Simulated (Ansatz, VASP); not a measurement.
# MnSb in VASP and in Ansatz

File INCAR:

```
SYSTEM = MnSb
  PREC = Accurate
  ENCUT = 520
  EDIFF = 1E-6
  ISMEAR = -1
  SIGMA = 0.05
  LREAL = .FALSE.
  LASPH = .TRUE.
  NELM = 150
  ALGO = Normal
  ISIF = 2
  LWAVE = .FALSE.
  LCHARG = .FALSE.
  ISPIN = 2
  MAGMOM = 0 5
  LORBIT = 11
  NUPDOWN = 5.0
  LMAXMIX = 4
  GGA = PE
  NBANDS = 20
```

The input KPOINTS:

```
regular mesh
0
G
  7 7 7
  0 0 0
```

Contents of POSCAR:

```
MnSb
1.0
    0.0000000000      2.7950160000      2.7950160000
    2.7950160000      0.0000000000      2.7950160000
    2.7950160000      2.7950160000      0.0000000000
Sb Mn
1 1
Direct
    0.5000000000      0.5000000000      0.5000000000
    0.0000000000      0.0000000000      0.0000000000
```

input.yaml

```yaml
crystal:
  lattice:
    - [0.0, 2.795016, 2.795016]
    - [2.795016, 0.0, 2.795016]
    - [2.795016, 2.795016, 0.0]
  atoms:
    - { symbol: Sb, position: [0.5, 0.5, 0.5] }
    - { symbol: Mn, position: [0.0, 0.0, 0.0], spin: 5.0 }
hamiltonian:
  xc: pbe
  pseudopotentials: { kind: paw }
magnetization:
  spin_polarized: true
  initial_magnetization: 5.0
  spin_locking: { lock_magnetization: hard }
kpoints:
  mp_grid: { grid: [7, 7, 7] }
scf:
  occupations: { method: fermi_dirac, width: 0.05 }
  lower_state_search: "off"
output:
  forces: true
  stress: true
  eigenvalues: true
  write_density: true
  write_potential: true
  elf: true
  volumetric_format: npy
```

Alike in both runs: task single point; functional PBE; k mesh 7 × 7 × 7; occupations fermi-dirac, width 0.05 eV; collinear spin; fixed moment 5 μB.

```csv
,VASP,Ansatz
version,VASP 6.6.1,Ansatz 0.2.0
potentials or method,"VASP PAW PBE potentials, release 64 (Sb, Mn_pv)",Ansatz PAW
plane-wave cutoff (eV),520,420
valence electrons in the cell,18,30
```

```csv
,VASP,Ansatz,Ansatz less VASP
pressure (GPa),7.0,6.9,-0.11
net moment per atom (μB),2.50,2.50,0.000
size of the moment on the site where the two differ most (μB),4.16,4.22,+0.059
```

Site moments also hang on the region over which each program counts them. With one functional, cell and mesh, what is left measures potentials, basis and numerics. VASP's potentials hold 18 valence electrons a cell and Ansatz's 30, so a difference there can come from the potentials and not from the codes.

Neither program's run includes spin-orbit coupling.
